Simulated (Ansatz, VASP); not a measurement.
## LaB3H in VASP and in Ansatz

```
CELL_PARAMETERS angstrom
2.67638 0.00000 0.00000
0.00000 3.41550 0.00000
0.00000 0.00000 4.32204
ATOMIC_POSITIONS crystal
La 0.00000 0.50000 0.00000
B 0.50000 0.27438 0.50000
B 0.50000 0.72562 0.50000
B 0.50000 0.00000 0.00000
H 0.00000 0.00000 0.00000
```

Alike in both runs: task single point; functional PBE; k mesh 6 × 6 × 4; occupations gaussian, width 0.1 eV; no spin polarisation.

|  | VASP | Ansatz |
| --- | --- | --- |
| version | VASP 6.6.1 | Ansatz 0.2.0 |
| potentials or method | VASP PAW PBE potentials, release 64 (La, B, H), cutoff 520 eV | scalar-relativistic, plane waves, PAW |
| valence electrons in the cell | 21 | 21 |

|  | VASP | Ansatz | Ansatz less VASP |
| --- | --- | --- | --- |
| gap on the k mesh at the Fermi level (eV) | none | none | - |
| rms of the force components (eV/Å) | 1.470 | 1.465 | -0.0057 |

Atom by atom the forces differ by 0.006 eV/Å (rms over components). A gap of «none» marks a metal or a gap that the smearing closes.

The k mesh is coarse, so the values compare programs but aren't converged. Neither program's run includes spin-orbit coupling.
